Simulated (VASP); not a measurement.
# Ca (Fd-3m) in VASP: relaxation of cell and atoms with PBEsol

Aim: the relaxation of cell and atoms of Ca with PBEsol.

All numbers are computed with VASP 6.6.1; they aren't measurements. Logs are shortened: lines on timing, memory, paths and dates and some standing lists are left out, and cuts for length are marked.

## (1) The cell of the first run

The structure is cubic, space group Fd-3m (No. 227). The conventional cell has a = 7.405 Å, b = 7.405 Å, c = 7.405 Å, α = 90.00°, β = 90.00°, γ = 90.00°. Within 4.2 Å of Ca (site symmetry -43m) lie 4 Ca at 3.21 Å.

This isn't the form of Ca at room conditions, which is fcc.

## (2) Relaxation of cell and atoms, PBEsol

INCAR reads:

```
SYSTEM = Ca
PREC     = Accurate       ! precision mode
ENCUT    = 600            ! plane-wave cutoff, eV
EDIFF    = 1E-6           ! SCF threshold, eV
ISMEAR   = -1             ! smearing method
SIGMA    = 0.05           ! smearing width, eV
LREAL    = .False.        ! projectors in reciprocal space
LASPH    = .True.         ! aspherical terms in the spheres
NELM     = 100            ! most SCF steps
ALGO     = Normal         ! electronic algorithm
ISIF     = 3              ! what is computed and relaxed
LWAVE    = .False.        ! write WAVECAR
LCHARG   = .False.        ! write CHGCAR
GGA      = PS             ! functional
IBRION   = 2              ! ionic algorithm
NSW      = 60             ! ionic steps
EDIFFG   = -0.005         ! ionic threshold
```

KPOINTS reads:

```
Automatic mesh
0
Gamma
  9 9 9
  0 0 0
```

POSCAR reads:

```
Ca
1.0
    0.0000000000      3.7024515042      3.7024515042
    3.7024515042      0.0000000000      3.7024515042
    3.7024515042      3.7024515042      0.0000000000
Ca
2
Direct
   -0.1250000000     -0.1250000000     -0.1250000000
    0.1250000000      0.1250000000      0.1250000000
```

Potentials or basis: VASP PAW PBE potentials, release 64 (Ca_sv).

On the command line:

```
> cat potpaw_PBE.64/Ca_sv/POTCAR > POTCAR
> mpirun -np 1 vasp_std > vasp.out
```

OUTCAR:

```text
SYSTEM = Ca
   PREC = Accurate
   ENCUT = 600
   EDIFF = 1E-6
   ISMEAR = -1
   LREAL = .False.
   LASPH = .True.
   NELM = 100
   ISIF = 3
   GGA = PS
   IBRION = 2
   NSW = 60
   EDIFFG = -0.005

 ion  position               nearest neighbor table
   1  0.875  0.875  0.875-
   2  0.125  0.125  0.125-

  LATTYP: Found a face centered cubic cell.
 ALAT       =     7.4049030084

  Lattice vectors:

 A1 = (   0.0000000000,   3.7024515042,   3.7024515042)
 A2 = (   3.7024515042,   0.0000000000,   3.7024515042)
 A3 = (   3.7024515042,   3.7024515042,   0.0000000000)

Analysis of symmetry for initial positions (statically):
=====================================================================
 Subroutine PRICEL returns:
 Original cell was already a primitive cell.

 Routine SETGRP: Setting up the symmetry group for a
 face centered cubic supercell.

 Subroutine GETGRP returns: Found 48 space group operations
 (whereof 12 operations were pure point group operations)
 out of a pool of 48 trial point group operations.

The static configuration has the point symmetry D_3d.
 The point group associated with its full space group is O_h .

Analysis of symmetry for dynamics (positions and initial velocities):
=====================================================================
 Subroutine PRICEL returns:
 Original cell was already a primitive cell.

 Routine SETGRP: Setting up the symmetry group for a
 face centered cubic supercell.

 Subroutine GETGRP returns: Found 48 space group operations
 (whereof 12 operations were pure point group operations)
 out of a pool of 48 trial point group operations.

The dynamic configuration has the point symmetry D_3d.
 The point group associated with its full space group is O_h .

 Subroutine INISYM returns: Found 48 space group operations
 (whereof 12 operations are pure point group operations),
 and found     1 'primitive' translations

----------------------------------------------------------------------------------------

                                     Primitive cell

  volume of cell :     101.5075

  direct lattice vectors                    reciprocal lattice vectors
     0.000000000  3.702451504  3.702451504    -0.135045658  0.135045658  0.135045658
     3.702451504  0.000000000  3.702451504     0.135045658 -0.135045658  0.135045658
     3.702451504  3.702451504  0.000000000     0.135045658  0.135045658 -0.135045658

  length of vectors
     5.236057131  5.236057131  5.236057131     0.233905941  0.233905941  0.233905941

  position of ions in fractional coordinates (direct lattice)
     0.875000000  0.875000000  0.875000000
     0.125000000  0.125000000  0.125000000

  ion indices of the primitive-cell ions
   primitive index   ion index
                 1           1
                 2           2

----------------------------------------------------------------------------------------

 KPOINTS: Automatic mesh

Automatic generation of k-mesh.
 Grid dimensions read from file:
 generate k-points for:    9    9    9

 Generating k-lattice:

  Cartesian coordinates                     Fractional coordinates (reciprocal lattice)
    -0.015005073  0.015005073  0.015005073     0.111111111  0.000000000  0.000000000
     0.015005073 -0.015005073  0.015005073     0.000000000  0.111111111  0.000000000
     0.015005073  0.015005073 -0.015005073     0.000000000  0.000000000  0.111111111

  Length of vectors
     0.025989549  0.025989549  0.025989549

  Shift w.r.t. Gamma in fractional coordinates (k-lattice)
     0.000000000  0.000000000  0.000000000

 Subroutine IBZKPT returns following result:
 ===========================================

 Found     35 irreducible k-points:

 Following reciprocal coordinates:
            Coordinates               Weight
  0.000000  0.000000  0.000000      1.000000
  0.111111  0.000000  0.000000      8.000000
  0.222222  0.000000  0.000000      8.000000
  0.333333  0.000000  0.000000      8.000000
  0.444444  0.000000  0.000000      8.000000
  0.111111  0.111111  0.000000      6.000000
[... 16 lines left out ...]
 -0.333333  0.333333  0.000000     12.000000
  0.444444  0.444444  0.000000      6.000000
 [... further k-points ...]
   k-points           NKPTS =     35   k-points in BZ     NKDIM =     35   number of bands    NBANDS=     14
   number of dos      NEDOS =    301   number of ions     NIONS =      2
   total plane-waves  NPLWV =  74088
   dimension x,y,z NGX =    42 NGY =   42 NGZ =   42
   dimension x,y,z NGXF=    84 NGYF=   84 NGZF=   84
   ions per type =               2
   NGX,Y,Z   is equivalent  to a cutoff of  13.34, 13.34, 13.34 a.u.
   NGXF,Y,Z  is equivalent  to a cutoff of  26.67, 26.67, 26.67 a.u.
 SYSTEM =  Ca
   PREC   = accura    normal or accurate (medium, high low for compatibility)
   ISTART =      0    job   : 0-new  1-cont  2-samecut
   ICHARG =      2    charge: 1-file 2-atom 10-const
   ISPIN  =      1    spin polarized calculation?
   LNONCOLLINEAR =      F non collinear calculations
   LSORBIT =      F    spin-orbit coupling
   LASPH  =      T    aspherical Exc in radial PAW
   ENCUT  =  600.0 eV  44.10 Ry    6.64 a.u.  10.46 10.46 10.46*2*pi/ulx,y,z
   NELM   =    100;   NELMIN=  2; NELMDL= -5     # of ELM steps
   EDIFF  = 0.1E-05   stopping-criterion for ELM
   LREAL  =      F    real-space projection
   EDIFFG = -.5E-02   stopping-criterion for IOM
   NSW    =     60    number of steps for IOM
   IBRION =      2    ionic relax: 0-MD 1-quasi-New 2-CG
   NFREE  =      1    steps in history (QN), initial steepest desc. (CG)
   ISIF   =      3    stress and relaxation
   ISYM   =      2    0-nonsym 1-usesym 2-fastsym
   POTIM  = 0.5000    time-step for ionic-motion
   TEBEG  =    0.0;   TEEND  =   0.0 temperature during run
   PSTRESS=    0.0 pullay stress
   NELECT =      20.0000    total number of electrons
   NUPDOWN=      -1.0000    fix difference up-down
   EMIN   =  10.00;   EMAX   =-10.00  energy-range for DOS
   EFERMI =   0.00;   METHOD = LEGACY
   ISMEAR =    -1;   SIGMA  =   0.05  broadening in eV -4-tet -1-fermi 0-gaus
   EFERMI_NEDOS =   21; number of points for ismear=-14 and -15
   IALGO  =     38    algorithm
   IMIX   =      4    mixing-type and parameters
     AMIX     =   0.40;   BMIX     =  1.00
     AMIX_MAG =   1.60;   BMIX_MAG =  1.00
  volume/ion in A,a.u.               =      50.75       342.50
  Fermi-wavevector in a.u.,A,eV,Ry     =   0.952618  1.800187 12.347029  0.907481
  Thomas-Fermi vector in A             =   2.081197
   LORBIT       =      0    0 simple, 1 ext, 2 COOP (PROOUT), +10 PAW based schemes
   GGA     = PS    functional components
   LHFCALC =     F    Hartree Fock is set to
   AEXX    =    0.0000 exact exchange contribution
   IVDW    =     0    specifies the selected vdW correction
   LEPSILON=     F    determine dielectric tensor
   LRPA    =     F    only Hartree local field effects (RPA)
 conjugate gradient relaxation of ions
 non-spin polarized calculation
  energy-cutoff  :      600.00
  volume of cell :      101.51
 maximum number of plane-waves:      3419
 NGX is ok and might be reduce to    42
   NGX = 21   NGY = 21   NGZ = 21

--------------------------------------- Ionic step        1  -------------------------------------------

 number of electron      20.0000003 magnetization

 Free energy of the ion-electron system (eV)
  ---------------------------------------------------
  ext. energy  EPLUGINS =         0.00000000
  ---------------------------------------------------
  free energy    TOTEN  =        -1.76346735 eV

  energy without entropy =       -1.73026257  energy(sigma->0) =       -1.74686496

------------------------ aborting loop because EDIFF is reached ----------------------------------------

  FORCE on cell =-STRESS in cart. coord.  units (eV):
  Direction    XX          YY          ZZ          XY          YZ          ZX
  --------------------------------------------------------------------------------------
  -------------------------------------------------------------------------------------
  Total        1.4000018      1.4000018      1.4000018     -0.0000000     -0.0000000     -0.0000000
  in kB       22.0973930     22.0973930     22.0973930     -0.0000000     -0.0000000     -0.0000000
  external PRESSURE =      22.0973930 kB  Pullay stress =       0.0000000 kB
[... 57 lines left out ...]
  energy  without entropy=       -1.8557246971  energy(sigma->0) =       -1.87231431

--------------------------------------- Ionic step        3  -------------------------------------------

 number of electron      19.9999997 magnetization

 E-fermi :   0.0189     XC(G=0):  -6.0738

 val. band max:       -0.0117632761   @ k =   0.3333   0.1111   0.0000
 cond. band min:       0.0283610463   @ k =  -0.2222   0.3333   0.1111
 fundamental gap:      0.0401243223
 Fermi energy:         0.0189495167

 k-point     1 :       0.0000    0.0000    0.0000
  band No.  band energies     occupation
      1     -42.9332      2.00000
      2     -42.9106      2.00000
      3     -23.9983      2.00000
      4     -23.9983      2.00000
      5     -23.9983      2.00000
      6     -23.9223      2.00000
      7     -23.9223      2.00000
      8     -23.9223      2.00000
      9      -3.0619      2.00000
     10       0.6571      0.00001
     11       0.6571      0.00001
     12       0.6571      0.00001
     13       0.8662      0.00000
     14       0.8662      0.00000
[... 424 lines left out ...]
  energy  without entropy=       -2.0291308656  energy(sigma->0) =       -2.04372678

--------------------------------------- Ionic step        4  -------------------------------------------

 number of electron      19.9999998 magnetization

 Free energy of the ion-electron system (eV)
  ---------------------------------------------------
  ext. energy  EPLUGINS =         0.00000000
  ---------------------------------------------------
  free energy    TOTEN  =        -2.05854276 eV

  energy without entropy =       -2.02962978  energy(sigma->0) =       -2.04408627

 E-fermi :  -0.0058     XC(G=0):  -6.0437

 val. band max:       -0.0421749107   @ k =   0.3333   0.1111   0.0000
 cond. band min:       0.0050217585   @ k =  -0.2222   0.3333   0.1111
 fundamental gap:      0.0471966692
 Fermi energy:        -0.0057956315

 k-point     1 :       0.0000    0.0000    0.0000
  band No.  band energies     occupation
      1     -42.9724      2.00000
      2     -42.9508      2.00000
      3     -24.0356      2.00000
      4     -24.0356      2.00000
      5     -24.0356      2.00000
      6     -23.9624      2.00000
      7     -23.9624      2.00000
      8     -23.9624      2.00000
      9      -3.0731      2.00000
     10       0.6279      0.00001
     11       0.6279      0.00001
     12       0.6279      0.00001
     13       0.8414      0.00000
     14       0.8414      0.00000
[... 420 lines left out ...]
  FREE ENERGIE OF THE ION-ELECTRON SYSTEM (eV)
  ---------------------------------------------------
  free  energy   TOTEN  =        -2.0585427601 eV

  energy  without entropy=       -2.0296297849  energy(sigma->0) =       -2.04408627

 reached required accuracy - stopping structural energy minimisation
```

Run time: 2.4 min. Hardware: 1 thread of AMD EPYC 9R14 (Zen 4), shared host; peak memory 0.26 GiB.

Results:

| Quantity | Value |
| --- | --- |
| Free energy | -2.0585 eV |
| Relaxed volume | 75.07 Å³/atom |
| Relaxed cell | a = 5.966 Å, b = 5.966 Å, c = 5.966 Å, α = 60.00°, β = 60.00°, γ = 60.00° |
| Space group after relaxing (to 0.1 Å) | Fd-3m (No. 227) |
| Energy gained by relaxing | 147.5 meV/atom |
| Ionic steps | 4 |
| Pressure after relaxing | 0.0 GPa |
| Band gap on the k mesh | zero (bands 10 and 11 overlap by 0.82 eV) |

The path:
| step | energy change (eV) | largest force (eV/Å) | pressure (GPa) | volume (Å³) |
| --- | --- | --- | --- | --- |
| 1 | 0.0000 | 0.0000 | 2.21 | 101.51 |
| 2 | -0.1254 | 0.0000 | 1.57 | 112.14 |
| 3 | -0.2949 | 0.0000 | 0.05 | 148.45 |
| 4 | -0.2951 | 0.0000 | -0.01 | 150.13 |

Final structure:
```cif
data_structure
_symmetry_space_group_name_H-M 'P 1'
_symmetry_Int_Tables_number 1
_cell_length_a 5.9657
_cell_length_b 5.9657
_cell_length_c 5.9657
_cell_angle_alpha 60.000
_cell_angle_beta 60.000
_cell_angle_gamma 60.000
_cell_volume 150.13
loop_
_atom_site_label
_atom_site_type_symbol
_atom_site_fract_x
_atom_site_fract_y
_atom_site_fract_z
_atom_site_occupancy
Ca1 Ca 0.87500 0.87500 0.87500 1
Ca2 Ca 0.12500 0.12500 0.12500 1
```

Caveat: the volume moved by over 15 % at a fixed basis, so the end points are rough; the PAW data sets were made with another functional, which shifts forces and pressure a little.

The gap in the log of VASP goes by the Fermi energy; the results here count the filled bands.